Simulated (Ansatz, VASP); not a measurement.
**Os: VASP beside Ansatz**

INCAR

```
SYSTEM = Os
PREC = Accurate ; ENCUT = 600
EDIFF = 1E-6 ; ISMEAR = 0
SIGMA = 0.1 ; LREAL = .False.
LASPH = .True. ; NELM = 100
ALGO = Fast ; ISIF = 3
LWAVE = .False. ; LCHARG = .False.
GGA = PE ; IBRION = 2
NSW = 90 ; EDIFFG = -0.04
```

The input KPOINTS:

```
regular mesh
0
Gamma
  8 8 8
  0 0 0
```

File POSCAR:

```
Os
1.0
   -2.3688180819      2.3688180819      1.2922339908
    2.3688180819     -2.3688180819      1.2922339908
    2.3688180819      2.3688180819     -1.2922339908
Os
2
Direct
    0.0000000000      0.0000000000      0.0000000000
    0.7500000000      0.2500000000      0.5000000000
```

Input for Ansatz:

```yaml
crystal:
  lattice:
    - [-2.3688180819, 2.3688180819, 1.2922339908]
    - [2.3688180819, -2.3688180819, 1.2922339908]
    - [2.3688180819, 2.3688180819, -1.2922339908]
  atoms:
    - { symbol: Os, position: [0.0, 0.0, 0.0] }
    - { symbol: Os, position: [0.75, 0.25, 0.5] }
basis:
  ecutwfc: 420
kpoints:
  mp_grid: { grid: [8, 8, 8] }
hamiltonian:
  xc: pbe
scf:
  occupations: { method: gaussian, width: 0.1 }
  lower_state_search: "off"
output:
  forces: true
  stress: true
  eigenvalues: true
relax:
  adjacent_minimum: "off"
  f_tol: 0.04
  max_steps: 70
  cell: { stress_tol: 0.4 }
```

Alike in both runs: task relaxation of cell and atoms; functional PBE; k mesh 8 × 8 × 8; occupations gaussian, width 0.1 eV; no spin polarisation.

```csv
,VASP,Ansatz
version,VASP 6.6.1,Ansatz 0.2.0
potentials or method,"VASP PAW PBE potentials, release 64 (Os), cutoff 600 eV","scalar-relativistic, plane waves, PAW"
valence electrons in the cell,16,32
```

Ansatz gave:

* gap on the k mesh at the Fermi level, each at its own relaxed structure (eV): none
* relaxed volume (Å³/atom): 16.09
* relaxed length of the cell vector where the two differ most in proportion (Å): 3.717

Estimate VASP's values.

gap on the k mesh at the Fermi level, each at its own relaxed structure (eV): none; relaxed volume (Å³/atom): 16.18; relaxed length of the cell vector where the two differ most in proportion (Å): 3.686.

A gap of «none» marks a metal or a gap that the smearing closes. VASP's potentials hold 16 valence electrons a cell and Ansatz's 32, so a difference there can come from the potentials and not from the codes.

Spin-orbit coupling is off throughout.
